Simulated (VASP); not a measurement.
Wanted: the native input for a VASP 6.6.1 run.

```yaml
Task: single point
Functional: PBEsol
Potentials_or_basis: VASP PAW PBE potentials, release 64 (Cs_sv, Pb_d, Cl)
Cutoff: 520 eV
k_mesh: 6 × 6 × 6
Occupations: gaussian, width 0.05 eV
Spin: no spin polarisation
Dipole_correction: no
Further_INCAR_settings: ALGO = Normal; EDIFF = 1e-06; NBANDS = 30
```

The structure of CsPbCl3 lies in POSCAR:

```
CsPbCl3
1.0
    5.3247500000      0.0000000000      0.0000000000
    0.0000000000      5.3247500000      0.0000000000
    0.0000000000      0.0000000000      5.7451250000
Cs Pb Cl
1 1 3
Direct
    0.0000000000      0.0000000000      0.0000000000
    0.5000000000      0.5000000000      0.5000000000
    0.0000000000      0.5000000000      0.5000000000
    0.5000000000      0.0000000000      0.5000000000
    0.5000000000      0.5000000000      0.0000000000
```

This cell differs from its parent crystal: strain -0.050 along x and y, +0.025 along z.

These files were run (other wordings do the same):

INCAR

```
ALGO = Normal
EDIFF = 1E-6
ENCUT = 520
GGA = PS
ISIF = 2
ISMEAR = 0
LASPH = T
LCHARG = F
LREAL = F
LWAVE = F
NBANDS = 30
NELM = 60
PREC = Accurate
SIGMA = 0.05
```

KPOINTS

```
k-points
0
Gamma
  6 6 6
```

Potentials or basis: VASP PAW PBE potentials, release 64 (Cs_sv, Pb_d, Cl).

Launch:

```sh
$ cat potpaw_PBE.64/Cs_sv/POTCAR potpaw_PBE.64/Pb_d/POTCAR potpaw_PBE.64/Cl/POTCAR > POTCAR
$ mpirun -np 1 vasp_std > vasp.out
```

It gave:

```yaml
Pressure: 3.0 GPa
Band_gap_on_the_k_mesh: 0.93 eV, direct
```

Caveat: the cell differs from its parent crystal (strain -0.050 along x and y, +0.025 along z); the PAW data sets were made with another functional, which shifts forces and pressure a little; spin-orbit coupling is left out, which moves the levels of the heavy elements.

Run time: 91 s on 1 thread of AMD EPYC 9R45 96-Core Processor (Zen 5) (shared host), peak memory 0.34 GiB.
